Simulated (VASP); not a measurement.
**PbSe: relaxation of cell and atoms with PBE**

Crystal: PbSe.

```xyz
2
Lattice="0.0000 3.0606 3.0606 3.0606 0.0000 3.0606 3.0606 3.0606 0.0000" Properties=species:S:1:pos:R:3 pbc="T T T"
Pb    0.0000    0.0000    0.0000
Se    3.0606    3.0606    3.0606
```

| Item | Value |
| --- | --- |
| Program | VASP 6.6.1 |
| Task | relaxation of cell and atoms |
| Functional | PBE |
| Potentials or basis | VASP PAW PBE potentials, release 64 (Pb_d, Se) |
| Cutoff | 500 eV |
| k mesh | 6 × 6 × 6 |
| Occupations | fermi-dirac, width 0.02 eV |
| Spin | no spin polarisation |
| Target pressure | 20 GPa |
| Dipole correction | no |
| Further INCAR settings | ALGO = Normal; EDIFF = 1e-07; IBRION = 2; EDIFFG = -0.05; NSW = 50; ISIF = 3 |

```yaml
Relaxed_volume: 23.31 Å³/atom
Relaxed_cell: a = 4.040 Å, b = 4.040 Å, c = 4.040 Å, α = 60.00°, β = 60.00°, γ = 60.00°
Space_group_after_relaxing_to_0.1_Å: Fm-3m (No. 225)
Energy_change_on_relaxing_the_run_minimises_the_enthalpy: +323.6 meV/atom
Ionic_steps: 5
Pressure_after_relaxing: 20.0 GPa
Band_gap_on_the_k_mesh: 0.61 eV
```

The path:
| step | energy change (eV) | largest force (eV/Å) | pressure (GPa) | volume (Å³) |
| --- | --- | --- | --- | --- |
| 1 | 0.0000 | 0.0000 | 2.37 | 57.34 |
| 2 | 3.9088 | 0.0000 | 82.59 | 34.95 |
| 3 | 0.5586 | 0.0000 | 18.07 | 47.37 |
| 4 | 0.6228 | 0.0000 | 19.48 | 46.82 |
| 5 | 0.6471 | 0.0000 | 20.00 | 46.63 |

Final structure:
```
CELL_PARAMETERS angstrom
0.00000 2.85670 2.85670
2.85670 0.00000 2.85670
2.85670 2.85670 0.00000
ATOMIC_POSITIONS crystal
Pb 0.00000 0.00000 0.00000
Se 0.50000 0.50000 0.50000
```

Levels at points of the mesh, in eV from the valence-band top:
| k point | band 7 | band 8 | band 9 | band 10 | band 11 | band 12 | band 13 | band 14 |
| --- | --- | --- | --- | --- | --- | --- | --- | --- |
| (0.00, 0.00, 0.00) | -5.59 | -2.62 | -2.62 | -2.62 | 5.46 | 5.46 | 5.46 | 6.31 |
| (0.50, 0.00, 0.00) | -9.94 | -2.00 | -2.00 | 0.00 | 0.61 | 1.45 | 1.45 | 9.08 |
| (0.50, 0.50, 0.00) | -7.52 | -6.61 | -4.38 | -4.38 | 3.02 | 6.75 | 6.75 | 7.26 |

Wall time 97 s on 1 thread of Intel Xeon 8259CL, on a shared host, peak memory 0.19 GiB.

Caveat: the cell is relaxed towards a set pressure, so the run minimises the enthalpy, not the energy; the volume moved by over 15 % at a fixed basis, so the end points are rough; spin-orbit coupling is left out, which moves the levels of the heavy elements. A k mesh can miss the band edges.
